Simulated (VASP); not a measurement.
Wanted: the native input for a VASP 6.6.1 run.

```yaml
Task: single point
Functional: PBE
Potentials_or_basis: VASP PAW PBE potentials, release 64 (Sc_sv, Bi_d)
Cutoff: 520 eV
k_mesh: 2 × 2 × 2
Occupations: gaussian, width 0.1 eV
Spin: no spin polarisation
Dipole_correction: no
Further_INCAR_settings: ALGO = Normal; EDIFF = 1e-07; NBANDS = 36
```

The structure of ScBi3 lies in POSCAR:

```
ScBi3
1.0
   -2.3150920000      2.3150920000      5.4106620000
    2.3150920000     -2.3150920000      5.4106620000
    2.3150920000      2.3150920000     -5.4106620000
Sc Bi
1 3
Direct
    0.0000000000      0.0000000000      0.0000000000
    0.7500000000      0.2500000000      0.5000000000
    0.2500000000      0.7500000000      0.5000000000
    0.5000000000      0.5000000000      0.0000000000
```

One way to write it, as run:

INCAR

```
  PREC = Accurate
  ENCUT = 520
  EDIFF = 1E-7
  ISMEAR = 0
  SIGMA = 0.1
  LREAL = False
  LASPH = True
  NELM = 100
  ALGO = Normal
  ISIF = 2
  LWAVE = False
  LCHARG = True
  GGA = PE
  LELF = True
  LVHAR = True
  NBANDS = 36
```

KPOINTS

```
regular mesh
0
Gamma
  2 2 2
```

Potentials or basis: VASP PAW PBE potentials, release 64 (Sc_sv, Bi_d).

Launch:

```console
$ cat potpaw_PBE.64/Sc_sv/POTCAR potpaw_PBE.64/Bi_d/POTCAR > POTCAR
$ mpirun -np 1 vasp_std > vasp.out
```

Results of the run:

The pressure is 0.2 GPa and the band gap on the k mesh is zero (bands 28 and 29 overlap by 0.89 eV).

Caveat: the k points lie up to 0.74 Å⁻¹ apart, too coarse for converged energies and pressures of a metal; spin-orbit coupling is left out, which moves the levels of the heavy elements.

Run time: 36 s on 1 thread of AMD EPYC 7R43 64-Core Processor (Zen 3), on a shared host, peak memory 0.27 GiB.
